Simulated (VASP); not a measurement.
Write the native input for VASP 6.6.1 that does the following.

```
Task                   : relaxation of cell and atoms
Functional             : PBE
Potentials or basis    : VASP PAW PBE potentials, release 64 (Li_sv)
Cutoff                 : 600 eV
k mesh                 : 18 × 18 × 18
Occupations            : gaussian, width 0.1 eV
Spin                   : no spin polarisation
Dipole correction      : no
Further INCAR settings : ALGO = Normal; EDIFF = 1e-07; IBRION = 2; EDIFFG = -0.01; NSW = 80; ISIF = 3
```

The structure of Li lies in POSCAR:

```
Li
1.0
   -1.7436088175      1.7436088175      1.6171675123
    1.7436088175     -1.7436088175      1.6171675123
    1.7436088175      1.7436088175     -1.6171675123
Li
1
Direct
    0.0000000000      0.0000000000      0.0000000000
```

The input as run:

INCAR

```
ALGO     = Normal         # electronic algorithm
EDIFF    = 1E-7           # SCF threshold, eV
EDIFFG   = -0.01          # ionic threshold
ENCUT    = 600            # plane-wave cutoff, eV
GGA      = PE             # functional
IBRION   = 2              # ionic algorithm
ISIF     = 3              # what is computed and relaxed
ISMEAR   = 0              # smearing method
LASPH    = T              # aspherical terms in the spheres
LCHARG   = F              # write CHGCAR
LREAL    = F              # projectors in reciprocal space
LWAVE    = F              # write WAVECAR
NELM     = 100            # most SCF steps
NSW      = 80             # ionic steps
PREC     = Accurate       # precision mode
SIGMA    = 0.1            # smearing width, eV
```

KPOINTS

```
k-points
0
Gamma
  18 18 18
```

Potentials or basis: VASP PAW PBE potentials, release 64 (Li_sv).

Launch:

```console
$ cat potpaw_PBE.64/Li_sv/POTCAR > POTCAR
$ mpirun -np 1 vasp_std > vasp.out
```

It gave:

```
Relaxed volume                        : 20.15 Å³/atom
Relaxed cell                          : a = 2.970 Å, b = 2.970 Å, c = 2.970 Å, α = 108.58°, β = 108.58°, γ = 111.28°
Space group after relaxing (to 0.1 Å) : I4/mmm (No. 139)
Energy gained by relaxing             : 1.1 meV/atom
Ionic steps                           : 8
Pressure after relaxing               : 0.0 GPa
Band gap on the k mesh                : zero (an odd number of electrons rules out a gap without spin polarisation)
```

Caveat: the cutoff is under 1.25 times the usual one of these potentials, so pressure, stress and relaxed cells hold a basis-set (Pulay) error.

It took 3.2 min on 1 thread of Oxide Virtual Turin-like Processor (shared host), peak memory 0.14 GiB.
